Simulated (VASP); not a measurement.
Wanted: the native input for a VASP 6.6.1 run.

```yaml
Task: relaxation of cell and atoms
Functional: PBE
Potentials_or_basis: VASP PAW PBE potentials, release 64 (As)
Cutoff: 600 eV
k_mesh: 16 × 16 × 9
Occupations: fermi-dirac, width 0.08 eV
Spin: no spin polarisation
Target_pressure: 56 GPa
Dipole_correction: no
Further_INCAR_settings: ALGO = Normal; EDIFF = 1e-06; IBRION = 2; EDIFFG = -0.005; NSW = 32; ISIF = 3
```

The structure of As lies in POSCAR:

```
As
1.0
    2.7217800368      0.0000000000      0.0000000000
   -1.3608900184      2.3571306554      0.0000000000
    0.0000000000      0.0000000000      4.2742066247
As
2
Direct
    0.3333333333      0.6666666667      0.2500000000
    0.6666666667      0.3333333333      0.7500000000
```

One way to write it, as run:

INCAR

```
SYSTEM = As
PREC     = Accurate       ! precision mode
ENCUT    = 600            ! plane-wave cutoff, eV
EDIFF    = 1E-6           ! SCF threshold, eV
ISMEAR   = -1             ! smearing method
SIGMA    = 0.08           ! smearing width, eV
LREAL    = .FALSE.        ! projectors in reciprocal space
LASPH    = .TRUE.         ! aspherical terms in the spheres
NELM     = 80             ! most SCF steps
ALGO     = Normal         ! electronic algorithm
ISIF     = 3              ! what is computed and relaxed
LWAVE    = .FALSE.        ! write WAVECAR
LCHARG   = .FALSE.        ! write CHGCAR
GGA      = PE             ! functional
IBRION   = 2              ! ionic algorithm
NSW      = 32             ! ionic steps
EDIFFG   = -0.005         ! ionic threshold
PSTRESS  = 560.0
```

KPOINTS

```
Automatic mesh
0
G
  16 16 9
  0 0 0
```

Potentials or basis: VASP PAW PBE potentials, release 64 (As).

Command:

```sh
$ cat potpaw_PBE.64/As/POTCAR > POTCAR
$ mpirun -np 1 vasp_std > vasp.out
```

It gave:

```yaml
Relaxed_volume: 13.76 Å³/atom
Relaxed_cell: a = 2.725 Å, b = 2.725 Å, c = 4.280 Å, α = 90.00°, β = 90.00°, γ = 120.00°
Space_group_after_relaxing_to_0.05_Å: P6_3/mmc (No. 194)
Energy_change_on_relaxing_the_enthalpy_is_what_falls: -17.7 meV/atom
Ionic_steps: 3
Pressure_after_relaxing: 56.0 GPa
Band_gap_on_the_k_mesh: zero (band 5 reaches 17.24 eV, above the bottom of band 6 at 5.94 eV)
```

Caveat: the cell is relaxed towards a set pressure, so the enthalpy falls and the energy may rise.

It took 38 s on 1 thread of Intel(R) Xeon(R) Platinum 8259CL CPU @ 2.50GHz (Skylake/Cascade Lake), with other jobs on the host, peak memory 0.19 GiB.
